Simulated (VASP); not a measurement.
A run of VASP 6.6.1 is set up as follows.

The input INCAR:

```
PREC = Accurate
ENCUT = 500
EDIFF = 1E-6
ISMEAR = -1
SIGMA = 0.5
LREAL = F
LASPH = T
NELM = 200
ALGO = Normal
ISIF = 2
LWAVE = F
LCHARG = F
GGA = PS
NBANDS = 16
GGA_COMPAT = F
LMAXMIX = 6
```

File KPOINTS:

```
regular mesh
0
Gamma
  5 5 5
```

File POSCAR:

```
LaTe
1.0
    0.0000000000      3.2180000000      3.2180000000
    3.2180000000      0.0000000000      3.2180000000
    3.2180000000      3.2180000000      0.0000000000
La Te
1 1
Direct
    0.0000000000      0.0000000000      0.0000000000
    0.5000000000      0.5000000000      0.5000000000
```

Potentials or basis: VASP PAW PBE potentials, release 64 (La, Te).

Run with:

```console
$ cat potpaw_PBE.64/La/POTCAR potpaw_PBE.64/Te/POTCAR > POTCAR
$ mpirun -np 1 vasp_std > vasp.out
```

Task: Predict the pressure.

Result: 0.8 GPa.

Caveat: the PAW data sets were made with another functional, which shifts forces and pressure a little.
